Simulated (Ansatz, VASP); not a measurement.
## GdO in VASP and in Ansatz

Contents of INCAR:

```
PREC = Accurate
ENCUT = 520
EDIFF = 1E-6
ISMEAR = 0
SIGMA = 0.05
LREAL = F
LASPH = T
NELM = 150
ALGO = Normal
ISIF = 2
LWAVE = F
LCHARG = T
ISPIN = 2
MAGMOM = 7.72 0
LORBIT = 11
LMAXMIX = 6
LDAU = T
LDAUTYPE = 2
LDAUL = 3 -1
LDAUU = 6 0
LDAUJ = 0 0
LDAUPRINT = 1
GGA = B5
ALDAX = 1.0
AGGAX = 1.0
AGGAC = 1.0
ALDAC = 0.0
IVDW = 12
VDW_S6 = 1.0
VDW_S8 = 2.6996
VDW_A1 = 0.4298
VDW_A2 = 4.2359
LELF = T
LVHAR = T
NBANDS = 23
```

The input KPOINTS:

```
Automatic mesh
0
Gamma
  8 8 8
```

File POSCAR:

```
GdO
1.0
    0.0000000000      2.7000000000      2.7000000000
    2.7000000000      0.0000000000      2.7000000000
    2.7000000000      2.7000000000      0.0000000000
Gd O
1 1
Direct
    0.0000000000      0.0000000000      0.0000000000
    0.2500000000      0.2500000000      0.2500000000
```

Input for Ansatz:

```yaml
crystal:
  lattice:
    - [0.0, 2.7, 2.7]
    - [2.7, 0.0, 2.7]
    - [2.7, 2.7, 0.0]
  atoms:
    - { symbol: Gd, position: [0.0, 0.0, 0.0], spin: 7.72 }
    - { symbol: O, position: [0.25, 0.25, 0.25] }
basis:
  ecutwfc: 420
  ecutrho_ratio: 4
kpoints:
  mp_grid: { grid: [8, 8, 8] }
hamiltonian:
  xc: blyp
  dispersion: d3bj
  hubbard: { sites: [{ species: Gd, l: f, u_eff: 6.0 }] }
scf:
  occupations: { method: gaussian, width: 0.05 }
  lower_state_search: "off"
output:
  forces: true
  stress: true
  eigenvalues: true
  populations: true
  hubbard: { sites: [{ species: Gd, l: f }] }
magnetization:
  spin_polarized: true
checkpoint:
  read: start.run
  write: ck
  compress: false
  write_wavefunctions: false
  write_every: 100000
```

Alike in both runs: task single point; functional BLYP; dispersion D3(BJ); k mesh 8 × 8 × 8; occupations gaussian, width 0.05 eV; collinear spin; Hubbard terms Gd f U = 6.0 eV.

```csv
,VASP,Ansatz
version,VASP 6.6.1,Ansatz 0.2.0
potentials or method,"VASP PAW PBE potentials, release 64 (Gd, O), cutoff 520 eV","scalar-relativistic, plane waves, PAW"
valence electrons in the cell,24,24
```

```csv
,VASP,Ansatz,Ansatz less VASP
gap on the k mesh at the Fermi level (eV),none,none,-
pressure (GPa),-1.9,-2.1,-0.21
net moment per atom (μB),3.95,3.95,-0.002
size of the moment on the site where the two differ most (μB),7.08,7.02,-0.060
```

VASP's potentials were made for PBE, not for BLYP. Site moments also hang on the region over which each program counts them. The programs project onto different local orbitals, so the same U acts differently, and such runs can settle in different states. A gap of «none» marks a metal or a gap that the smearing closes. Ansatz's warnings: filled band counts differ across k points.

Neither program's run includes spin-orbit coupling.
